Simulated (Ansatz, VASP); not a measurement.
# Two plane-wave programs on Sc

INCAR

```
ALGO     = Normal         # electronic algorithm
EDIFF    = 1E-7           # SCF threshold, eV
ENCUT    = 520            # plane-wave cutoff, eV
GGA      = PS             # functional
ISIF     = 2              # what is computed and relaxed
ISMEAR   = 0              # smearing method
LASPH    = T              # aspherical terms in the spheres
LCHARG   = F              # write CHGCAR
LREAL    = F              # projectors in reciprocal space
LWAVE    = F              # write WAVECAR
NBANDS   = 18             # bands
NELM     = 100            # most SCF steps
PREC     = Accurate       # precision mode
SIGMA    = 0.1            # smearing width, eV
```

KPOINTS

```
k-points
0
Gamma
  12 12 7
```

Contents of POSCAR:

```
Sc
1.0
    3.1825784893      0.0000000000      0.0000000000
   -1.5912892447      2.7561938213      0.0000000000
    0.0000000000      0.0000000000      5.1677357970
Sc
2
Direct
    0.3333333333      0.6666666667      0.2500000000
    0.6666666667      0.3333333333      0.7500000000
```

Input for Ansatz:

```yaml
crystal:
  lattice:
    - [3.1825784893, 0.0, 0.0]
    - [-1.5912892447, 2.7561938213, 0.0]
    - [0.0, 0.0, 5.167735797]
  atoms:
    - { symbol: Sc, position: [0.3333333333, 0.6666666667, 0.25] }
    - { symbol: Sc, position: [0.6666666667, 0.3333333333, 0.75] }
basis:
  ecutwfc: 420
kpoints:
  mp_grid: { grid: [12, 12, 7] }
hamiltonian:
  xc: pbesol
scf:
  occupations: { method: gaussian, width: 0.1 }
output:
  forces: true
  stress: true
  eigenvalues: true
  write_density: true
  write_potential: true
  elf: true
  volumetric_format: npy
```

Change from the starting cell: band edges of the strained film's bulk.

Alike in both runs: task single point; functional PBEsol; k mesh 12 × 12 × 7; occupations gaussian, width 0.1 eV; no spin polarisation.

|  | VASP | Ansatz |
| --- | --- | --- |
| version | VASP 6.6.1 | Ansatz 0.2.0 |
| potentials or method | VASP PAW PBE potentials, release 64 (Sc_sv), cutoff 520 eV | scalar-relativistic, plane waves, PAW |
| valence electrons in the cell | 22 | 22 |

Ansatz gave:

```
gap on the k mesh at the Fermi level (eV)                     : none
pressure (GPa)                                                : 2.7
traceless stress, the component that is largest in VASP (GPa) : -2.71
```

Problem. Estimate VASP's values.

Solution. gap on the k mesh at the Fermi level (eV): none; pressure (GPa): 2.8; traceless stress, the component that is largest in VASP (GPa): -2.71.

VASP's potentials were made for PBE, not for PBEsol. A gap of «none» marks a metal or a gap that the smearing closes. The functional is the same, so the differences come from potentials, cutoffs and numerics.
